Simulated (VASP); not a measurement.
Ta: single point with r2SCAN

Crystal: Ta.

```
Ta
1.0
     2.90037    0.00000    0.00000
    -1.45019    2.51180    0.00000
     0.00000    0.00000    5.16627
Ta
2
Cartesian
  1.4502 0.8373 3.8747
  0.0000 1.6745 1.2916
```

This isn't the form of Ta at room conditions, which is bcc.

```json
{"Program": "VASP 6.6.1", "Task": "single point", "Functional": "r2SCAN", "Potentials or basis": "VASP PAW PBE potentials, release 64 (Ta_pv)", "Cutoff": "520 eV", "k mesh": "13 × 13 × 7", "Occupations": "fermi-dirac, width 0.3 eV", "Spin": "no spin polarisation"}
```

```json
{
 "Pressure": "-1.0 GPa",
 "Band gap on the k mesh": "zero (bands 11 and 12 overlap by 1.68 eV)"
}
```

Stress tensor (GPa, compression positive):
```
-0.30  0.00  0.00
 0.00 -0.30  0.00
 0.00  0.00 -2.27
```

Levels at points of the mesh, in eV from the Fermi level:
| k point | band 8 | band 9 | band 10 | band 11 | band 12 | band 13 | band 14 | band 15 |
| --- | --- | --- | --- | --- | --- | --- | --- | --- |
| (0.00, 0.00, 0.00) | -5.16 | -0.59 | -0.37 | 0.70 | 0.70 | 1.28 | 1.28 | 3.25 |

Run time: 3.6 min on 1 thread of Intel Xeon 8259CL, on a shared host, peak memory 0.2 GiB.

Caveat: so wide a smearing shifts energies and pressures; the PAW data sets were made with another functional, which shifts forces and pressure a little; spin-orbit coupling is left out, which moves the levels of the heavy elements.
